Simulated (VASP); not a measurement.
Write the native input for VASP 6.6.1 that does the following.

| Property | Result |
| --- | --- |
| Task | single point |
| Functional | PBEsol |
| Potentials or basis | VASP PAW PBE potentials, release 64 (Bi_d, Te) |
| Cutoff | 520 eV |
| k mesh | 6 × 6 × 6 |
| Occupations | gaussian, width 0.01 eV |
| Spin | no spin polarisation |
| Dipole correction | no |
| Further INCAR settings | ALGO = Normal; EDIFF = 1e-06; NBANDS = 32 |

The structure of Bi2Te3 lies in POSCAR:

```
Bi2Te3
1.0
    2.1900192989      1.2644082318     10.1044867761
   -2.1900192989      1.2644082318     10.1044867761
    0.0000000000     -2.5288164635     10.1044867761
Bi Te
2 3
Direct
    0.3998165083      0.3998165083      0.3998165083
    0.6001834917      0.6001834917      0.6001834917
    0.0000000000      0.0000000000      0.0000000000
    0.2099171741      0.2099171741      0.2099171741
    0.7900828259      0.7900828259      0.7900828259
```

These files were run (other wordings do the same):

INCAR

```
SYSTEM = Bi2Te3
  PREC = Accurate
  ENCUT = 520
  EDIFF = 1E-6
  ISMEAR = 0
  SIGMA = 0.01
  LREAL = .FALSE.
  LASPH = .TRUE.
  NELM = 80
  ALGO = Normal
  ISIF = 2
  LWAVE = .FALSE.
  LCHARG = .FALSE.
  GGA = PS
  NBANDS = 32
```

KPOINTS

```
regular mesh
0
G
  6 6 6
  0 0 0
```

Potentials or basis: VASP PAW PBE potentials, release 64 (Bi_d, Te).

The run is started by

```bash
$ cat potpaw_PBE.64/Bi_d/POTCAR potpaw_PBE.64/Te/POTCAR > POTCAR
$ mpirun -np 1 vasp_std > vasp.out
```

It gave:

| Item | Value |
| --- | --- |
| Pressure | 0.0 GPa |
| Largest force | 0.019 eV/Å |
| Band gap on the k mesh | 0.21 eV |

Caveat: the PAW data sets were made with another functional, which shifts forces and pressure a little; spin-orbit coupling is left out, which moves the levels of the heavy elements.

It took 13 min on 1 thread of Intel Xeon 8259CL (shared host), peak memory 0.93 GiB.
